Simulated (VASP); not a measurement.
Input of a VASP 6.6.1 run:

File INCAR:

```
PREC = Accurate ; ENCUT = 520
EDIFF = 1E-6 ; ISMEAR = 0
SIGMA = 0.1 ; LREAL = False
LASPH = True ; NELM = 60
ALGO = Normal ; ISIF = 2
LWAVE = False ; LCHARG = False
GGA = PE ; NBANDS = 27
```

KPOINTS

```
regular mesh
0
Gamma
  12 12 6
```

File POSCAR:

```
Hf3C2
1.0
    3.1803439974      0.0000000000      0.0000000000
   -1.5901719987      2.7542586946      0.0000000000
    0.0000000000      0.0000000000      7.5368267925
Hf C
3 2
Direct
    0.0000000000      0.0000000000      0.0000000000
    0.3333333333      0.6666666667      0.6674627026
    0.6666666667      0.3333333333      0.3325372974
    0.3333333333      0.6666666667      0.1764759598
    0.6666666667      0.3333333333      0.8235240402
```

Potentials or basis: VASP PAW PBE potentials, release 64 (Hf_pv, C).

Launch:

```bash
$ cat potpaw_PBE.64/Hf_pv/POTCAR potpaw_PBE.64/C/POTCAR > POTCAR
$ mpirun -np 1 vasp_std > vasp.out
```

What does it give for the band gap on the k mesh?

Zero (band 19 reaches 7.60 eV, above the bottom of band 20 at 6.27 eV).

Predict the largest force.

0.056 eV/Å.

What does it give for the pressure?

26.5 GPa.

Forces on the atoms (eV/Å):
```
Hf   0.000  0.000  0.000
Hf   0.000  0.000  0.056
Hf   0.000  0.000 -0.056
C    0.000  0.000  0.008
C    0.000  0.000 -0.008
```

Caveat: spin-orbit coupling is left out, which moves the levels of the heavy elements.
